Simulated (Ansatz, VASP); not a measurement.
# AlN: VASP beside Ansatz

```xyz
4
Lattice="0.0000 -2.0353 -2.0353 0.0000 2.0353 -2.0353 4.0706 0.0000 0.0000" Properties=species:S:1:pos:R:3 pbc="T T T"
Al    0.0001   -0.0107   -2.0353
Al    2.0352    0.0107    0.0000
N     1.9583   -0.0570   -2.0353
N     0.0770    2.0923   -2.0353
```

Change from the starting cell: mode 10 frozen in at -0.057 Å and mode 12 at -0.077 Å (largest displacements).

Alike in both runs: task single point; functional PBE; k mesh 8 × 8 × 6; occupations gaussian, width 0.05 eV; no spin polarisation.

|  | VASP | Ansatz |
| --- | --- | --- |
| version | VASP 6.6.1 | Ansatz 0.2.0 |
| potentials or method | VASP PAW PBE potentials, release 64 (Al, N), cutoff 600 eV | scalar-relativistic, plane waves, PAW |
| valence electrons in the cell | 16 | 16 |

Ansatz gave:

| Quantity | Value |
| --- | --- |
| gap on the k mesh at the Fermi level (eV) | 4.31 |
| least direct gap on the mesh (eV) | 4.55 |
| pressure (GPa) | 2.3 |
| traceless stress, the component that is largest in VASP (GPa) | -1.78 |
| rms of the force components (eV/Å) | 0.893 |

Q: What did VASP give for the same quantities?

A: gap on the k mesh at the Fermi level (eV): 4.29; least direct gap on the mesh (eV): 4.53; pressure (GPa): 1.8; traceless stress, the component that is largest in VASP (GPa): -1.79; rms of the force components (eV/Å): 0.896.

Atom by atom the forces differ by 0.003 eV/Å (rms over components).
